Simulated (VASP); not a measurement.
# Ir (Pm-3m) in VASP: a series of runs

Ir is run at these levels: PBEsol, revPBE; tasks: single point.

Program: VASP 6.6.1. These are calculated values, not measurements. Logs are shortened: lines on timing, memory, paths and dates and some standing lists are left out, and cuts for length are marked.

**1. The cell of the first run**

Symmetry: Pm-3m, No. 221, cubic system. The conventional cell has a = 2.407 Å, b = 2.407 Å, c = 2.407 Å, α = 90.00°, β = 90.00°, γ = 90.00°. Within 3.2 Å of Ir (site symmetry m-3m) lie 6 Ir at 2.41 Å.

**2. Single point, PBEsol**

File INCAR:

```
PREC = Accurate
ENCUT = 520
EDIFF = 1E-7
ISMEAR = -1
SIGMA = 0.05
LREAL = False
LASPH = True
NELM = 80
ALGO = Normal
ISIF = 2
LWAVE = False
LCHARG = False
GGA = PS
NBANDS = 10
```

File KPOINTS:

```
regular mesh
0
Gamma
  17 17 17
```

File POSCAR:

```
Ir
1.0
    2.4065954278      0.0000000000      0.0000000000
    0.0000000000      2.4065954278      0.0000000000
    0.0000000000      0.0000000000      2.4065954278
Ir
1
Direct
    0.0000000000      0.0000000000      0.0000000000
```

Potentials or basis: VASP PAW PBE potentials, release 64 (Ir).

Launch:

```console
$ cat potpaw_PBE.64/Ir/POTCAR > POTCAR
$ mpirun -np 1 vasp_std > vasp.out
```

OUTCAR:

```text
PREC = Accurate
   ENCUT = 520
   EDIFF = 1E-7
   ISMEAR = -1
   LREAL = False
   LASPH = True
   NELM = 80
   ISIF = 2
   GGA = PS

 ion  position               nearest neighbor table
   1  0.000  0.000  0.000-

  LATTYP: Found a simple cubic cell.
 ALAT       =     2.4065954278

  Lattice vectors:

 A1 = (   2.4065954278,   0.0000000000,   0.0000000000)
 A2 = (   0.0000000000,   2.4065954278,   0.0000000000)
 A3 = (   0.0000000000,   0.0000000000,   2.4065954278)

Analysis of symmetry for initial positions (statically):
=====================================================================
 Subroutine PRICEL returns:
 Original cell was already a primitive cell.

 Routine SETGRP: Setting up the symmetry group for a
 simple cubic supercell.

 Subroutine GETGRP returns: Found 48 space group operations
 (whereof 48 operations were pure point group operations)
 out of a pool of 48 trial point group operations.

The static configuration has the point symmetry O_h .

Analysis of symmetry for dynamics (positions and initial velocities):
=====================================================================
 Subroutine PRICEL returns:
 Original cell was already a primitive cell.

 Routine SETGRP: Setting up the symmetry group for a
 simple cubic supercell.

 Subroutine GETGRP returns: Found 48 space group operations
 (whereof 48 operations were pure point group operations)
 out of a pool of 48 trial point group operations.

The dynamic configuration has the point symmetry O_h .

 Subroutine INISYM returns: Found 48 space group operations
 (whereof 48 operations are pure point group operations),
 and found     1 'primitive' translations

----------------------------------------------------------------------------------------

                                     Primitive cell

  volume of cell :      13.9383

  direct lattice vectors                    reciprocal lattice vectors
     2.406595428  0.000000000  0.000000000     0.415524765  0.000000000  0.000000000
     0.000000000  2.406595428  0.000000000     0.000000000  0.415524765  0.000000000
     0.000000000  0.000000000  2.406595428     0.000000000  0.000000000  0.415524765

  length of vectors
     2.406595428  2.406595428  2.406595428     0.415524765  0.415524765  0.415524765

  position of ions in fractional coordinates (direct lattice)
     0.000000000  0.000000000  0.000000000

  ion indices of the primitive-cell ions
   primitive index   ion index
                 1           1

----------------------------------------------------------------------------------------

 KPOINTS: regular mesh

Automatic generation of k-mesh.
 Grid dimensions read from file:
 generate k-points for:   17   17   17

 Generating k-lattice:

  Cartesian coordinates                     Fractional coordinates (reciprocal lattice)
     0.024442633  0.000000000  0.000000000     0.058823529  0.000000000  0.000000000
     0.000000000  0.024442633  0.000000000     0.000000000  0.058823529  0.000000000
     0.000000000  0.000000000  0.024442633     0.000000000  0.000000000  0.058823529

  Length of vectors
     0.024442633  0.024442633  0.024442633

  Shift w.r.t. Gamma in fractional coordinates (k-lattice)
     0.000000000  0.000000000  0.000000000

 Subroutine IBZKPT returns following result:
 ===========================================

 Found    165 irreducible k-points:

 Following reciprocal coordinates:
            Coordinates               Weight
  0.000000  0.000000  0.000000      1.000000
  0.058824  0.000000  0.000000      6.000000
  0.117647  0.000000  0.000000      6.000000
  0.176471  0.000000  0.000000      6.000000
  0.235294  0.000000  0.000000      6.000000
  0.294118  0.000000  0.000000      6.000000
[... 16 lines left out ...]
  0.411765  0.117647  0.000000     24.000000
  0.470588  0.117647  0.000000     24.000000
 [... further k-points ...]
   k-points           NKPTS =    165   k-points in BZ     NKDIM =    165   number of bands    NBANDS=     10
   number of dos      NEDOS =    301   number of ions     NIONS =      1
   total plane-waves  NPLWV =   5832
   dimension x,y,z NGX =    18 NGY =   18 NGZ =   18
   dimension x,y,z NGXF=    36 NGYF=   36 NGZF=   36
   ions per type =               1
   NGX,Y,Z   is equivalent  to a cutoff of  12.43, 12.43, 12.43 a.u.
   NGXF,Y,Z  is equivalent  to a cutoff of  24.87, 24.87, 24.87 a.u.
 SYSTEM =  unknown system
   PREC   = accura    normal or accurate (medium, high low for compatibility)
   ISTART =      0    job   : 0-new  1-cont  2-samecut
   ICHARG =      2    charge: 1-file 2-atom 10-const
   ISPIN  =      1    spin polarized calculation?
   LNONCOLLINEAR =      F non collinear calculations
   LSORBIT =      F    spin-orbit coupling
   LASPH  =      T    aspherical Exc in radial PAW
   ENCUT  =  520.0 eV  38.22 Ry    6.18 a.u.   4.47  4.47  4.47*2*pi/ulx,y,z
   NELM   =     80;   NELMIN=  2; NELMDL= -5     # of ELM steps
   EDIFF  = 0.1E-06   stopping-criterion for ELM
   LREAL  =      F    real-space projection
   EDIFFG = 0.1E-05   stopping-criterion for IOM
   NSW    =      0    number of steps for IOM
   IBRION =     -1    ionic relax: 0-MD 1-quasi-New 2-CG
   NFREE  =      0    steps in history (QN), initial steepest desc. (CG)
   ISIF   =      2    stress and relaxation
   ISYM   =      2    0-nonsym 1-usesym 2-fastsym
   POTIM  = 0.5000    time-step for ionic-motion
   TEBEG  =    0.0;   TEEND  =   0.0 temperature during run
   PSTRESS=    0.0 pullay stress
   NELECT =       9.0000    total number of electrons
   NUPDOWN=      -1.0000    fix difference up-down
   EMIN   =  10.00;   EMAX   =-10.00  energy-range for DOS
   EFERMI =   0.00;   METHOD = LEGACY
   ISMEAR =    -1;   SIGMA  =   0.05  broadening in eV -4-tet -1-fermi 0-gaus
   EFERMI_NEDOS =   21; number of points for ismear=-14 and -15
   IALGO  =     38    algorithm
   IMIX   =      4    mixing-type and parameters
     AMIX     =   0.40;   BMIX     =  1.00
     AMIX_MAG =   1.60;   BMIX_MAG =  1.00
  volume/ion in A,a.u.               =      13.94        94.06
  Fermi-wavevector in a.u.,A,eV,Ry     =   1.414987  2.673939 27.241441  2.002189
  Thomas-Fermi vector in A             =   2.536473
   LORBIT       =      0    0 simple, 1 ext, 2 COOP (PROOUT), +10 PAW based schemes
   GGA     = PS    functional components
   LHFCALC =     F    Hartree Fock is set to
   AEXX    =    0.0000 exact exchange contribution
   IVDW    =     0    specifies the selected vdW correction
   LEPSILON=     F    determine dielectric tensor
   LRPA    =     F    only Hartree local field effects (RPA)
 non-spin polarized calculation
  energy-cutoff  :      520.00
  volume of cell :       13.94
 maximum number of plane-waves:       389
 NGX is ok and might be reduce to    18

 number of electron       9.0000002 magnetization

 Free energy of the ion-electron system (eV)
  ---------------------------------------------------
  ext. energy  EPLUGINS =         0.00000000
  ---------------------------------------------------
  free energy    TOTEN  =        -8.28670248 eV

  energy without entropy =       -8.27950584  energy(sigma->0) =       -8.28310416

 E-fermi :  10.3573     XC(G=0): -14.0223

 val. band max:       10.3401491489   @ k =   0.2353   0.1765   0.0000
 cond. band min:      10.3604510104   @ k =   0.3529   0.2941   0.0000
 fundamental gap:      0.0203018615
 Fermi energy:        10.3573093432

 k-point     1 :       0.0000    0.0000    0.0000
  band No.  band energies     occupation
      1      -0.6543      2.00000
      2       2.5479      2.00000
      3       2.5479      2.00000
      4      12.2296      0.00000
      5      12.2296      0.00000
      6      12.2296      0.00000
      7      27.2657      0.00000
      8      27.2657      0.00000
      9      27.2657      0.00000
     10      34.2200      0.00000

 k-point     2 :       0.0588    0.0000    0.0000
  band No.  band energies     occupation
      1      -0.5229      2.00000
      2       2.5777      2.00000
      3       2.6901      2.00000
      4      12.0534      0.00000
      5      12.0534      0.00000
      6      12.2427      0.00000
      7      26.4700      0.00000
      8      27.5270      0.00000
      9      27.5270      0.00000
     10      34.7872      0.00000

 k-point     3 :       0.1176    0.0000    0.0000
  band No.  band energies     occupation
      1      -0.1592      2.00000
      2       2.6639      2.00000
      3       3.1266      2.00000
      4      11.5770      0.00000
      5      11.5770      0.00000
      6      12.2803      0.00000
      7      24.7781      0.00000
      8      28.2511      0.00000
      9      28.2511      0.00000
     10      34.0344      0.00000

 k-point     4 :       0.1765    0.0000    0.0000
  band No.  band energies     occupation
      1       0.3591      2.00000
      2       2.7975      2.00000
      3       3.8714      2.00000
      4      10.9205      0.00003
      5      10.9205      0.00003
      6      12.3378      0.00000
      7      22.9274      0.00000
      8      29.2982      0.00000
      9      29.2982      0.00000
     10      32.1634      0.00000
[... 222 lines left out ...]
 k-point    22 :       0.3529    0.1176    0.0000
  band No.  band energies     occupation
      1       2.5153      2.00000
      2       3.8394      2.00000
      3       6.4620      2.00000
      4       9.0806      2.00000
      5       9.4047      2.00000
      6      11.9693      0.00000
      7      19.3280      0.00000
      8      28.2694      0.00000
      9      30.0737      0.00000
     10      34.1224      0.00000

 k-point    23 :       0.4118    0.1176    0.0000
  band No.  band energies     occupation
      1       2.9231      2.00000
      2       4.0267      2.00000
      3       6.3513      2.00000
      4       8.6964      2.00000
      5      10.1777      1.94640
      6      12.0279      0.00000
      7      18.5360      0.00000
      8      27.8033      0.00000
      9      30.6579      0.00000
     10      34.1392      0.00000

 k-point    24 :       0.4706    0.1176    0.0000
  band No.  band energies     occupation
      1       3.1514      2.00000
      2       4.1579      2.00000
      3       6.1634      2.00000
      4       8.4978      2.00000
      5      10.7482      0.00080
      6      12.0597      0.00000
      7      18.1608      0.00000
      8      27.4937      0.00000
      9      31.3769      0.00000
     10      32.6189      0.00000

 [... further k-points ...]
[... 5 lines left out ...]
  --------------------------------------------------------------------------------------
  -------------------------------------------------------------------------------------
  Total        5.8989871      5.8989871      5.8989871     -0.0000000      0.0000000     -0.0000000
  in kB      678.0766097    678.0766097    678.0766097     -0.0000000      0.0000000     -0.0000000
  external PRESSURE =     678.0766097 kB  Pullay stress =       0.0000000 kB

 VOLUME and BASIS-vectors are now :
 -----------------------------------------------------------------------------
  energy-cutoff  :      520.00
  volume of cell :       13.94
      direct lattice vectors                 reciprocal lattice vectors
     2.406595428  0.000000000  0.000000000     0.415524765  0.000000000  0.000000000
     0.000000000  2.406595428  0.000000000     0.000000000  0.415524765  0.000000000
     0.000000000  0.000000000  2.406595428     0.000000000  0.000000000  0.415524765

 POSITION                                       TOTAL-FORCE (eV/Angst)
 -----------------------------------------------------------------------------------
      0.00000      0.00000      0.00000         0.000000      0.000000      0.000000
 -----------------------------------------------------------------------------------
    total drift:                               -0.000000      0.000000      0.000000

  FREE ENERGIE OF THE ION-ELECTRON SYSTEM (eV)
  ---------------------------------------------------
  free  energy   TOTEN  =        -8.2867024842 eV

  energy  without entropy=       -8.2795058448  energy(sigma->0) =       -8.28310416
```

Run time: 19 s. Hardware: 1 thread of AMD EPYC 7R43 (Zen 3), shared host; peak memory 0.1 GiB.

Results:

- Free energy: -8.2867 eV
- Pressure: 67.8 GPa

Levels at points of the mesh, in eV from the Fermi level:
```
           k point  band 1  band 2  band 3  band 4  band 5  band 6  band 7  band 8  band 9  band 10
(0.00, 0.00, 0.00)  -11.01   -7.81   -7.81    1.87    1.87    1.87   16.91   16.91   16.91    23.86
```

Caveat: the PAW data sets were made with another functional, which shifts forces and pressure a little; spin-orbit coupling is left out, which moves the levels of the heavy elements.

**3. Single point, revPBE**

File INCAR:

```
PREC = Accurate ; ENCUT = 520
EDIFF = 1E-7 ; ISMEAR = -1
SIGMA = 0.05 ; LREAL = F
LASPH = T ; NELM = 100
ALGO = Normal ; ISIF = 2
LWAVE = F ; LCHARG = T
GGA = RE ; LELF = T
LVHAR = T ; NBANDS = 10
```

File KPOINTS:

```
Automatic mesh
0
Gamma
  17 17 17
```

POSCAR is that of step 2.

Potentials or basis: VASP PAW PBE potentials, release 64 (Ir).

Launch:

```console
$ cat potpaw_PBE.64/Ir/POTCAR > POTCAR
$ mpirun -np 1 vasp_std > vasp.out
```

It took 19 s on 1 thread of AMD EPYC 7R43 (Zen 3), shared host; peak memory 0.1 GiB.

Results (log left out):

| Quantity | Value |
| --- | --- |
| Free energy | -6.6838 eV |
| Pressure | 82.4 GPa |

Levels at points of the mesh, in eV from the Fermi level:
```
           k point  band 2  band 3  band 4  band 5  band 6  band 7  band 8  band 9
(0.00, 0.00, 0.00)   -7.79   -7.79    1.84    1.84    1.84   16.95   16.95   16.95
```

Caveat: the PAW data sets were made with another functional, which shifts forces and pressure a little; spin-orbit coupling is left out, which moves the levels of the heavy elements.

**4. Single point, PBEsol (volume scaled by 0.95)**

File INCAR:

```
PREC = Accurate
ENCUT = 520
EDIFF = 1E-6
ISMEAR = -1
SIGMA = 0.05
LREAL = F
LASPH = T
NELM = 80
ALGO = Normal
ISIF = 2
LWAVE = F
LCHARG = F
GGA = PS
NBANDS = 10
```

File KPOINTS:

```
regular mesh
0
Gamma
  17 17 17
```

File POSCAR:

```
Ir
1.0
    2.4974951132      0.0000000000      0.0000000000
    0.0000000000      2.4974951132      0.0000000000
    0.0000000000      0.0000000000      2.4974951132
Ir
1
Direct
    0.0000000000      0.0000000000      0.0000000000
```

Launch:

```console
$ cat potpaw_PBE.64/Ir/POTCAR > POTCAR
$ mpirun -np 1 vasp_std > vasp.out
```

It took 22 s on 1 thread of AMD EPYC 7R43 (Zen 3), shared host; peak memory 0.11 GiB.

Results (log left out):

| Property | Result |
| --- | --- |
| Free energy | -8.6943 eV |
| Pressure | 16.7 GPa |

Levels at points of the mesh, in eV from the Fermi level:
```
           k point  band 3  band 4  band 5  band 6  band 7  band 8
(0.00, 0.00, 0.00)   -6.70    1.54    1.54    1.54   16.14   16.14
```

Caveat: the PAW data sets were made with another functional, which shifts forces and pressure a little; spin-orbit coupling is left out, which moves the levels of the heavy elements.

**5. Single point, PBEsol (volume scaled by 0.45)**

File INCAR:

```
SYSTEM = Ir
ALGO = Normal
EDIFF = 1E-6
ENCUT = 500
GGA = PS
GGA_COMPAT = .FALSE.
ISIF = 2
ISMEAR = -1
LASPH = .TRUE.
LCHARG = .FALSE.
LREAL = .FALSE.
LWAVE = .FALSE.
NBANDS = 14
NELM = 120
PREC = Accurate
SIGMA = 0.05
```

File KPOINTS:

```
k-points
0
G
  17 17 17
  0 0 0
```

File POSCAR:

```
Ir
1.0
    1.9468580323      0.0000000000      0.0000000000
    0.0000000000      1.9468580323      0.0000000000
    0.0000000000      0.0000000000      1.9468580323
Ir
1
Direct
    0.0000000000      0.0000000000      0.0000000000
```

Potentials or basis: VASP PAW PBE potentials, release 64 (Ir_sv_GW).

Launch:

```console
$ cat potpaw_PBE.64/Ir_sv_GW/POTCAR > POTCAR
$ mpirun -np 1 vasp_std > vasp.out
```

Wall time 11 s (1 thread of AMD EPYC 7R13 (Zen 3), shared host); peak memory 0.1 GiB.

The run converged, but its numbers aren't listed here, since they failed a check.

Caveat: the PAW data sets were made with another functional, which shifts forces and pressure a little; spin-orbit coupling is left out, which moves the levels of the heavy elements.

**6. Overview**

| level | cell | gap on the mesh (eV) | pressure (GPa) |
| --- | --- | --- | --- |
| PBEsol | a = 2.407 Å, 1 atom | none | 67.8 |
| revPBE | a = 2.407 Å, 1 atom | none | 82.4 |
| PBEsol | a = 2.497 Å, 1 atom | none | 16.7 |

Alike in all rows: task single point; potentials or basis VASP PAW PBE potentials, release 64 (Ir); no spin polarisation; k mesh 17 × 17 × 17; cutoff (eV) 520; smearing fermi-dirac 0.05 eV.

Caveats: the PAW data sets were made with another functional, which shifts forces and pressure a little; spin-orbit coupling is left out, which moves the levels of the heavy elements.

Absolute energies hang on the potentials; compare differences alone.
